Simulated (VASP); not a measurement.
Input of a VASP 6.6.1 run:

Contents of INCAR:

```
  PREC = Accurate
  ENCUT = 520
  EDIFF = 1E-6
  ISMEAR = 0
  SIGMA = 0.1
  LREAL = F
  LASPH = T
  NELM = 80
  ALGO = Fast
  ISIF = 2
  LWAVE = F
  LCHARG = F
  GGA = PE
  NBANDS = 51
```

KPOINTS

```
regular mesh
0
Gamma
  10 10 6
```

POSCAR

```
Ge
1.0
    2.9195957335     -3.0844040308      0.0126923951
    2.9195957335      3.0844040308      0.0126923951
   -2.8871833058      0.0000000000      6.8837353783
Ge
6
Direct
    0.1065142540      0.3788770808      0.3530126869
    0.6211229192      0.8934857460      0.1469873131
    0.8934857460      0.6211229192      0.6469873131
    0.3788770808      0.1065142540      0.8530126869
    0.0000000000      0.5000000000      0.0000000000
    0.5000000000      0.0000000000      0.5000000000
```

Potentials or basis: VASP PAW PBE potentials, release 64 (Ge_d).

The run is started by

```sh
$ cat potpaw_PBE.64/Ge_d/POTCAR > POTCAR
$ mpirun -np 1 vasp_std > vasp.out
```

**Question.** What does it give for the pressure?

**Answer.** 0.0 GPa.

**Question.** Estimate the band gap on the k mesh.

**Answer.** Zero (bands 42 and 43 overlap by 1.10 eV).
